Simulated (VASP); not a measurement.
# In (C2/m) in VASP: notebook, part 2 of 2

VASP 6.6.1. The steps go on from the part before.

## 3. Single point, PBE

Contents of INCAR:

```
SYSTEM = In
  PREC = Accurate
  ENCUT = 520
  EDIFF = 1E-7
  ISMEAR = -1
  SIGMA = 0.1
  LREAL = .False.
  LASPH = .True.
  NELM = 80
  ALGO = Normal
  ISIF = 2
  LWAVE = .False.
  LCHARG = .False.
  GGA = PE
  ISYM = 0
  NBANDS = 12
```

Contents of KPOINTS:

```
Automatic mesh
0
Gamma
  12 12 14
  0 0 0
```

Contents of POSCAR:

```
In
1.0
   -1.6482196953      1.6973407397      2.5249786579
    1.6973407397     -1.6482196953      2.5249786579
    1.6043570344      1.6043570344     -2.4927011853
In
1
Direct
    0.0000000000      0.0000000000      0.0000000000
```

Potentials or basis: VASP PAW PBE potentials, release 64 (In_d).

On the command line:

```console
> cat potpaw_PBE.64/In_d/POTCAR > POTCAR
> mpirun -np 1 vasp_std > vasp.out
```

OUTCAR:

```text
SYSTEM = In
   PREC = Accurate
   ENCUT = 520
   EDIFF = 1E-7
   ISMEAR = -1
   LREAL = .False.
   LASPH = .True.
   NELM = 80
   ISIF = 2
   GGA = PE
   ISYM = 0

 ion  position               nearest neighbor table
   1  0.000  0.000  0.000-

IMPORTANT INFORMATION: All symmetrisations will be switched off!
NOSYMM: (Re-)initialisation of all symmetry stuff for point group C_1.

----------------------------------------------------------------------------------------

                                     Primitive cell

  volume of cell :      27.5152

  direct lattice vectors                    reciprocal lattice vectors
    -1.648219695  1.697340740  2.524978658     0.002091644  0.300995227  0.195073343
     1.697340740 -1.648219695  2.524978658     0.300995227  0.002091644  0.195073343
     1.604357034  1.604357034 -2.492701185     0.307011480  0.307011480 -0.005972615

  length of vectors
     3.460218342  3.460218342  3.370679781     0.358686647  0.358686647  0.434220877

  position of ions in fractional coordinates (direct lattice)
     0.000000000  0.000000000  0.000000000

  ion indices of the primitive-cell ions
   primitive index   ion index
[... 124 lines left out ...]
 cond. band min:       6.9487326184   @ k =   0.0000   0.2500  -0.4286
 fundamental gap:      0.0019171297
 Fermi energy:         6.9487142815

 k-point     1 :       0.0000    0.0000    0.0000
  band No.  band energies     occupation
      1      -7.6930      2.00000
      2      -7.6103      2.00000
      3      -7.5762      2.00000
      4      -7.5277      2.00000
      5      -7.4295      2.00000
      6      -2.2412      2.00000
      7      16.7612      0.00000
      8      17.0147      0.00000
      9      17.4792      0.00000
     10      18.5311      0.00000
     11      20.2273      0.00000
     12      20.5661      0.00000
[... 331 lines left out ...]
 k-point    24 :      -0.0833    0.5000    0.0000
  band No.  band energies     occupation
      1      -7.6773      2.00000
      2      -7.6405      2.00000
      3      -7.5705      2.00000
      4      -7.3843      2.00000
      5      -7.3270      2.00000
      6       2.4699      2.00000
      7       4.1267      2.00000
      8      13.7998      0.00000
      9      14.7086      0.00000
     10      17.3034      0.00000
     11      18.8906      0.00000
     12      21.1878      0.00000

 [... further k-points ...]
[... 5 lines left out ...]
  --------------------------------------------------------------------------------------
  -------------------------------------------------------------------------------------
  Total       -0.0075237     -0.0075237     -0.0068810     -0.0021904      0.0038436      0.0038435
  in kB       -0.4380967     -0.4380958     -0.4006731     -0.1275445      0.2238070      0.2238043
  external PRESSURE =      -0.4256219 kB  Pullay stress =       0.0000000 kB

 VOLUME and BASIS-vectors are now :
 -----------------------------------------------------------------------------
  energy-cutoff  :      520.00
  volume of cell :       27.52
      direct lattice vectors                 reciprocal lattice vectors
    -1.648219695  1.697340740  2.524978658     0.002091644  0.300995227  0.195073343
     1.697340740 -1.648219695  2.524978658     0.300995227  0.002091644  0.195073343
     1.604357034  1.604357034 -2.492701185     0.307011480  0.307011480 -0.005972615

 POSITION                                       TOTAL-FORCE (eV/Angst)
 -----------------------------------------------------------------------------------
      0.00000      0.00000      0.00000         0.000000      0.000000     -0.000001
 -----------------------------------------------------------------------------------
    total drift:                                0.000000      0.000000     -0.000001

  FREE ENERGIE OF THE ION-ELECTRON SYSTEM (eV)
  ---------------------------------------------------
  free  energy   TOTEN  =        -2.5680905231 eV

  energy  without entropy=       -2.5532961353  energy(sigma->0) =       -2.56069333
```

OSZICAR:

```text
N       E                     dE             d eps       ncg     rms          rms(c)
DAV:   1     0.781975483338E+02    0.78198E+02   -0.62539E+03 24656   0.134E+03
DAV:   2     0.128048575446E+01   -0.76917E+02   -0.74999E+02 25512   0.291E+02
DAV:   3    -0.250067029511E+01   -0.37812E+01   -0.37690E+01 28972   0.645E+01
DAV:   4    -0.258827795310E+01   -0.87608E-01   -0.87583E-01 30732   0.991E+00
DAV:   5    -0.259216462258E+01   -0.38867E-02   -0.38866E-02 33444   0.183E+00    0.206E+00
DAV:   6    -0.257202114523E+01    0.20143E-01   -0.33147E-02 31092   0.363E+00    0.103E+00
DAV:   7    -0.256827984485E+01    0.37413E-02   -0.10584E-02 31528   0.189E+00    0.237E-01
DAV:   8    -0.256808269532E+01    0.19715E-03   -0.83579E-04 33316   0.479E-01    0.315E-02
DAV:   9    -0.256808975146E+01   -0.70561E-05   -0.13193E-05 33668   0.477E-02    0.136E-02
DAV:  10    -0.256809053078E+01   -0.77932E-06   -0.11877E-06 27128   0.108E-02    0.173E-03
DAV:  11    -0.256809052312E+01    0.76554E-08   -0.40172E-08 21416   0.199E-03
   1 F= -.25680905E+01 E0= -.25606933E+01  d E =-.147944E-01
```

stdout:

```text
POSCAR found type information on POSCAR In
 POSCAR found :  1 types and       1 ions
 scaLAPACK will be used
 LDA part: xc-table for (Slater+PW92), standard interpolation
 POSCAR, INCAR and KPOINTS ok, starting setup
 FFT: planning ... GRIDC
 FFT: planning ... GRID_SOFT
 FFT: planning ... GRID
 WAVECAR not read
 entering main loop
```

It took 9.2 min on 1 thread of AMD EPYC 7R13, shared host; peak memory 0.39 GiB.

What came out:

```
Free energy : -2.5681 eV
Pressure    : 0.0 GPa
```

Levels at points of the mesh, in eV from the Fermi level:
```csv
k point,band 2,band 3,band 4,band 5,band 6,band 7,band 8,band 9,band 10,band 11
"(0.00, 0.00, 0.00)",-14.56,-14.52,-14.48,-14.38,-9.19,9.81,10.07,10.53,11.58,13.28
"(0.50, 0.00, 0.00)",-14.61,-14.52,-14.31,-14.27,-4.40,-3.19,7.43,8.87,11.21,11.28
"(0.00, 0.50, 0.00)",-14.61,-14.52,-14.31,-14.27,-4.40,-3.19,7.43,8.87,11.21,11.28
"(0.50, 0.50, 0.00)",-14.68,-14.31,-14.30,-14.21,-1.95,-1.92,3.39,4.28,6.76,7.56
"(0.00, 0.00, 0.50)",-14.68,-14.31,-14.28,-14.21,-1.63,-1.51,3.26,3.66,6.56,7.01
"(0.50, 0.00, 0.50)",-14.61,-14.52,-14.31,-14.27,-4.12,-3.10,6.94,8.72,10.72,10.99
"(0.00, 0.50, 0.50)",-14.61,-14.52,-14.31,-14.27,-4.12,-3.10,6.94,8.72,10.72,10.99
"(0.50, 0.50, 0.50)",-14.68,-14.29,-14.28,-14.25,-3.02,-2.50,4.60,4.73,7.97,8.04
```

Caveat: spin-orbit coupling is left out, which moves the levels of the heavy elements.

## 4. Single point, PBE

Contents of INCAR:

```
PREC     = Accurate       # precision mode
ENCUT    = 520            # plane-wave cutoff, eV
EDIFF    = 1E-6           # SCF threshold, eV
ISMEAR   = -1             # smearing method
SIGMA    = 0.1            # smearing width, eV
LREAL    = F              # projectors in reciprocal space
LASPH    = T              # aspherical terms in the spheres
NELM     = 80             # most SCF steps
ALGO     = Normal         # electronic algorithm
ISIF     = 2              # what is computed and relaxed
LWAVE    = F              # write WAVECAR
LCHARG   = F              # write CHGCAR
GGA      = PE             # functional
NBANDS   = 12             # bands
```

Contents of KPOINTS:

```
Automatic mesh
0
Gamma
  6 6 7
```

Contents of POSCAR:

```
In
1.0
   -1.6482196969      1.6973407377      2.5249786890
    1.6973407377     -1.6482196969      2.5249786890
    1.6043570184      1.6043570184     -2.4927012188
In
1
Direct
    0.0000000000      0.0000000000      0.0000000000
```

On the command line:

```console
> cat potpaw_PBE.64/In_d/POTCAR > POTCAR
> mpirun -np 1 vasp_std > vasp.out
```

Run time: 26 s. Hardware: 1 thread of Intel Xeon 6975P-C, shared host; peak memory 0.17 GiB.

The run converged. Its results:

| Quantity | Value |
| --- | --- |
| Free energy | -2.5748 eV |
| Pressure | -0.1 GPa |

Stress tensor (GPa, compression positive):
```
-0.81  0.20 -0.55
 0.20 -0.81 -0.55
-0.55 -0.55  1.42
```

Levels at points of the mesh, in eV from the Fermi level:
```tsv
k point	band 3	band 4	band 5	band 6	band 7	band 8	band 9	band 10
(0.00, 0.00, 0.00)	-14.59	-14.54	-14.45	-9.26	9.74	9.99	10.46	11.51
(0.50, 0.00, 0.00)	-14.60	-14.39	-14.34	-4.47	-3.26	7.36	8.80	11.14
(0.50, 0.50, 0.00)	-14.38	-14.37	-14.28	-2.02	-1.99	3.32	4.21	6.69
```

Caveat: the k points lie up to 0.39 Å⁻¹ apart; spin-orbit coupling is left out, which moves the levels of the heavy elements.

## 5. Single point, PBE

Contents of INCAR:

```
SYSTEM = In
PREC = Accurate ; ENCUT = 520
EDIFF = 1E-6 ; ISMEAR = 0
SIGMA = 1.0 ; LREAL = .False.
LASPH = .True. ; NELM = 100
ALGO = Normal ; ISIF = 2
LWAVE = .False. ; LCHARG = .False.
GGA = PE ; NBANDS = 12
```

Contents of KPOINTS:

```
regular mesh
0
Gamma
  11 11 14
  0 0 0
```

Contents of POSCAR:

```
In
1.0
   -1.6482197047      1.6973406184      2.5249789927
    1.6973406184     -1.6482197047      2.5249789927
    1.6043570008      1.6043570008     -2.4927016059
In
1
Direct
    0.0000000000      0.0000000000      0.0000000000
```

Potentials or basis: VASP PAW PBE potentials, release 64 (In_d).

On the command line:

```console
> cat potpaw_PBE.64/In_d/POTCAR > POTCAR
> mpirun -np 1 vasp_std > vasp.out
```

OUTCAR:

```text
SYSTEM = In
   PREC = Accurate
   ENCUT = 520
   EDIFF = 1E-6
   ISMEAR = 0
   LREAL = .False.
   LASPH = .True.
   NELM = 100
   ISIF = 2
   GGA = PE

 ion  position               nearest neighbor table
   1  0.000  0.000  0.000-

  Warning from LATTYP: Got some problem with cell dimensions!
  Tried to take original basis but could not verify dimensions!
  LATTYP: Found a base centered monoclinic cell.
 ALAT       =     4.6077265532
 B/A-ratio  =     1.0268267285
 C/A-ratio  =     0.7315277982
 COS(beta)  =    -0.6627023839

  Lattice vectors:

 A1 = (   0.0438627039,  -3.3016976192,  -0.0322773868)
 A2 = (  -3.3016976192,   0.0438627039,  -0.0322773868)
 A3 = (   1.6043570008,   1.6043570008,  -2.4927016059)

Analysis of symmetry for initial positions (statically):
=====================================================================
 Subroutine PRICEL returns:
 Original cell was already a primitive cell.

 Routine SETGRP: Setting up the symmetry group for a
 base centered monoclinic supercell.

 Subroutine GETGRP returns: Found  4 space group operations
 (whereof  4 operations were pure point group operations)
 out of a pool of  4 trial point group operations.

The static configuration has the point symmetry C_2h.

Analysis of symmetry for dynamics (positions and initial velocities):
=====================================================================
 Subroutine PRICEL returns:
 Original cell was already a primitive cell.

 Routine SETGRP: Setting up the symmetry group for a
 base centered monoclinic supercell.

 Subroutine GETGRP returns: Found  4 space group operations
 (whereof  4 operations were pure point group operations)
 out of a pool of  4 trial point group operations.

The dynamic configuration has the point symmetry C_2h.

 Subroutine INISYM returns: Found  4 space group operations
 (whereof  4 operations are pure point group operations),
 and found     1 'primitive' translations

----------------------------------------------------------------------------------------

                                     Primitive cell

  volume of cell :      27.5152

[... 111 lines left out ...]
   GGA     = PE    functional components
   LHFCALC =     F    Hartree Fock is set to
   AEXX    =    0.0000 exact exchange contribution
   IVDW    =     0    specifies the selected vdW correction
   LEPSILON=     F    determine dielectric tensor
   LRPA    =     F    only Hartree local field effects (RPA)
 non-spin polarized calculation
 Gauss-broadening in eV      SIGMA  =   1.00
  energy-cutoff  :      520.00
  volume of cell :       27.52
 maximum number of plane-waves:       753
 NGX is ok and might be reduce to    28
   NGX = 13   NGY = 13   NGZ = 13

 number of electron      12.9999999 magnetization

 Free energy of the ion-electron system (eV)
  ---------------------------------------------------
  ext. energy  EPLUGINS =         0.00000000
  ---------------------------------------------------
  free energy    TOTEN  =        -2.68072916 eV

  energy without entropy =       -2.43562375  energy(sigma->0) =       -2.55817645

 E-fermi :   6.9609     XC(G=0): -10.0148

 val. band max:        6.9508296662   @ k =   0.3636   0.3636  -0.0000
 cond. band min:       6.9611020038   @ k =  -0.2727   0.3636   0.1429
 fundamental gap:      0.0102723376
 Fermi energy:         6.9609058512

 k-point     1 :       0.0000    0.0000    0.0000
  band No.  band energies     occupation
      1      -7.6888      2.00000
      2      -7.6044      2.00000
      3      -7.5708      2.00000
      4      -7.5216      2.00000
      5      -7.4247      2.00000
      6      -2.2403      2.00000
      7      16.7622      0.00000
      8      17.0150      0.00000
      9      17.4804      0.00000
     10      18.5326      0.00000
     11      20.2285      0.00000
     12      20.5676      0.00000
[... 331 lines left out ...]
 k-point    24 :      -0.1818    0.1818    0.0000
  band No.  band energies     occupation
      1      -7.6607      2.00000
      2      -7.5696      2.00000
      3      -7.5313      2.00000
      4      -7.5077      2.00000
      5      -7.4403      2.00000
      6      -1.2836      2.00000
      7      13.6908      0.00000
      8      14.4599      0.00000
      9      14.5798      0.00000
     10      16.2994      0.00000
     11      17.9151      0.00000
     12      22.8520      0.00000

 [... further k-points ...]
[... 5 lines left out ...]
  --------------------------------------------------------------------------------------
  -------------------------------------------------------------------------------------
  Total        0.1172889      0.1172889      0.0807487      0.0061719     -0.0253387     -0.0253387
  in kB        6.8296027      6.8296027      4.7019106      0.3593842     -1.4754438     -1.4754445
  external PRESSURE =       6.1203720 kB  Pullay stress =       0.0000000 kB

 VOLUME and BASIS-vectors are now :
 -----------------------------------------------------------------------------
  energy-cutoff  :      520.00
  volume of cell :       27.52
      direct lattice vectors                 reciprocal lattice vectors
    -1.648219705  1.697340618  2.524978993     0.002091654  0.300995246  0.195073325
     1.697340618 -1.648219705  2.524978993     0.300995246  0.002091654  0.195073325
     1.604357001  1.604357001 -2.492701606     0.307011499  0.307011499 -0.005972598

 POSITION                                       TOTAL-FORCE (eV/Angst)
 -----------------------------------------------------------------------------------
      0.00000      0.00000      0.00000         0.000000      0.000000      0.000000
 -----------------------------------------------------------------------------------
    total drift:                               -0.000000     -0.000000     -0.000000

  FREE ENERGIE OF THE ION-ELECTRON SYSTEM (eV)
  ---------------------------------------------------
  free  energy   TOTEN  =        -2.6807291579 eV

  energy  without entropy=       -2.4356237520  energy(sigma->0) =       -2.55817645
```

stdout:

```text
POSCAR found type information on POSCAR In
 POSCAR found :  1 types and       1 ions
 scaLAPACK will be used
 LDA part: xc-table for (Slater+PW92), standard interpolation
 POSCAR, INCAR and KPOINTS ok, starting setup
 FFT: planning ... GRIDC
 FFT: planning ... GRID_SOFT
 FFT: planning ... GRID
 WAVECAR not read
 entering main loop
```

Wall time 52 s (1 thread of Intel Xeon 6975P-C (Granite Rapids), shared host); peak memory 0.27 GiB.

Results:

| Item | Value |
| --- | --- |
| Free energy | -2.6807 eV |
| Pressure | 0.6 GPa |

Levels at points of the mesh, in eV from the Fermi level:
```csv
k point,band 3,band 4,band 5,band 6,band 7,band 8,band 9,band 10
"(0.00, 0.00, 0.00)",-14.53,-14.48,-14.39,-9.20,9.80,10.05,10.52,11.57
"(0.00, 0.00, 0.50)",-14.32,-14.28,-14.22,-1.64,-1.52,3.25,3.65,6.55
```

Caveat: spin-orbit coupling is left out, which moves the levels of the heavy elements.

## 6. Single point, PBE

Contents of INCAR:

```
SYSTEM = In
  PREC = Accurate
  ENCUT = 520
  EDIFF = 1E-6
  ISMEAR = 1
  SIGMA = 0.01
  LREAL = .False.
  LASPH = .True.
  NELM = 80
  ALGO = Normal
  ISIF = 2
  LWAVE = .False.
  LCHARG = .False.
  GGA = PE
  NBANDS = 12
```

KPOINTS is that of step 5.

POSCAR is that of step 5.

Potentials or basis: VASP PAW PBE potentials, release 64 (In_d).

On the command line:

```console
> cat potpaw_PBE.64/In_d/POTCAR > POTCAR
> mpirun -np 1 vasp_std > vasp.out
```

Run time: 50 s. Hardware: 1 thread of Intel Xeon 6975P-C (Granite Rapids), shared host; peak memory 0.27 GiB.

It converged, with:

```
Free energy : -2.5594 eV
Pressure    : -0.1 GPa
```

Stress tensor (GPa, compression positive):
```
 0.08 -0.15 -0.29
-0.15  0.08 -0.29
-0.29 -0.29 -0.33
```

Levels at points of the mesh, in eV from the Fermi level:
| k point | band 4 | band 5 | band 6 | band 7 | band 8 | band 9 |
| --- | --- | --- | --- | --- | --- | --- |
| (0.00, 0.00, 0.00) | -14.49 | -14.40 | -9.21 | 9.80 | 10.05 | 10.51 |
| (0.00, 0.00, 0.50) | -14.29 | -14.23 | -1.65 | -1.53 | 3.25 | 3.64 |

Caveat: spin-orbit coupling is left out, which moves the levels of the heavy elements.

## 7. Summary

```tsv
k mesh	smearing	gap on the mesh (eV)	pressure (GPa)
18 × 18 × 22	fermi-dirac 0.1 eV	none	0.0
12 × 12 × 14	fermi-dirac 0.1 eV	none	0.0
6 × 6 × 7	fermi-dirac 0.1 eV	none	-0.1
11 × 11 × 14	gaussian 1 eV	none	0.6
11 × 11 × 14	methfessel-paxton 0.01 eV	none	-0.1
```

Alike in all rows: task single point; level PBE; potentials or basis VASP PAW PBE potentials, release 64 (In_d); no spin polarisation; cell as given; cutoff (eV) 520.

Caveats: some runs use coarse meshes; spin-orbit coupling is left out, which moves the levels of the heavy elements.

Absolute energies hang on the potentials; compare differences alone.
